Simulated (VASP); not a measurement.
Set up this calculation in VASP 6.6.1, as the native input.

| Item | Value |
| --- | --- |
| Task | single point |
| Functional | PBE |
| Potentials or basis | VASP PAW PBE potentials, release 64 (S, Te, Ge_d) |
| Cutoff | 520 eV |
| k mesh | 8 × 8 × 8 |
| Occupations | gaussian, width 0.01 eV |
| Spin | no spin polarisation |
| Dipole correction | no |
| Further INCAR settings | ALGO = Normal; EDIFF = 1e-06; NBANDS = 28 |

The structure of Ge2TeS lies in POSCAR:

```
Ge2TeS
1.0
    2.0187036843      1.1654991156      6.5324671342
   -2.0187036843      1.1654991156      6.5324671342
    0.0000000000     -2.3309982311      6.5324671342
S Te Ge
1 1 2
Direct
    1.0000000000      0.0000000000      0.0000000000
    0.5000000000      0.5000000000      0.5000000000
    0.2586631631      0.2586631631      0.2586631631
    0.7413368369      0.7413368369      0.7413368369
```

One way to write it, as run:

INCAR

```
SYSTEM = Ge2TeS
ALGO     = Normal         ! electronic algorithm
EDIFF    = 1E-6           ! SCF threshold, eV
ENCUT    = 520            ! plane-wave cutoff, eV
GGA      = PE             ! functional
ISIF     = 2              ! what is computed and relaxed
ISMEAR   = 0              ! smearing method
LASPH    = .True.         ! aspherical terms in the spheres
LCHARG   = .True.         ! write CHGCAR
LELF     = .True.         ! ELF
LREAL    = .False.        ! projectors in reciprocal space
LVHAR    = .True.       
LWAVE    = .False.        ! write WAVECAR
NBANDS   = 28             ! bands
NELM     = 80             ! most SCF steps
PREC     = Accurate       ! precision mode
SIGMA    = 0.01           ! smearing width, eV
```

KPOINTS

```
k-points
0
Gamma
  8 8 8
  0 0 0
```

Potentials or basis: VASP PAW PBE potentials, release 64 (S, Te, Ge_d).

Run with:

```console
$ cat potpaw_PBE.64/S/POTCAR potpaw_PBE.64/Te/POTCAR potpaw_PBE.64/Ge_d/POTCAR > POTCAR
$ mpirun -np 1 vasp_std > vasp.out
```

It gave:

The pressure is 1.0 GPa and the largest force is 0.057 eV/Å. The band gap on the k mesh is 0.22 eV.

Caveat: spin-orbit coupling is left out, which moves the levels of the heavy elements.

It took 3.6 min on 1 thread of Intel(R) Xeon(R) 6975P-C (Granite Rapids), with other jobs on the host, peak memory 0.48 GiB.
